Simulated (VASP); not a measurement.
Input of a VASP 6.6.1 run:

File INCAR:

```
  ALGO = Normal
  EDIFF = 1E-7
  ENCUT = 520
  GGA = PE
  ISIF = 2
  ISMEAR = 0
  IVDW = 12
  LASPH = T
  LCHARG = T
  LELF = T
  LREAL = F
  LVHAR = T
  LWAVE = F
  NBANDS = 20
  NELM = 80
  PREC = Accurate
  SIGMA = 0.02
```

Contents of KPOINTS:

```
k-points
0
Gamma
  12 12 4
```

The input POSCAR:

```
MoS2
1.0
    3.1497239970      0.0000000000      0.0000000000
   -1.5748619985      2.7277409963      0.0000000000
    0.0000000000      0.0000000000      6.8469689400
Mo S
1 2
Direct
    0.0000000000      0.0000000000      0.0000000000
    0.3333333333      0.6666666667      0.2292210263
    0.3333333333      0.6666666667      0.7707789737
```

Potentials or basis: VASP PAW PBE potentials, release 64 (Mo_sv, S).

Run with:

```sh
$ cat potpaw_PBE.64/Mo_sv/POTCAR potpaw_PBE.64/S/POTCAR > POTCAR
$ mpirun -np 1 vasp_std > vasp.out
```

**Question.** Predict the pressure.

**Answer.** -0.6 GPa.

**Question.** Estimate the band gap on the k mesh.

**Answer.** 1.37 eV (least direct gap 1.78 eV).

**Question.** Estimate the largest force.

**Answer.** 0.012 eV/Å.

Forces in eV/Å, atoms in the order of the input:
```
Mo   0.000  0.000  0.000
S    0.000  0.000 -0.012
S    0.000  0.000  0.012
```

Caveat: the cell differs from its parent crystal (strain along c alone, the other axes held: +3.0 %, then relaxed in part). A k mesh can miss the band edges.
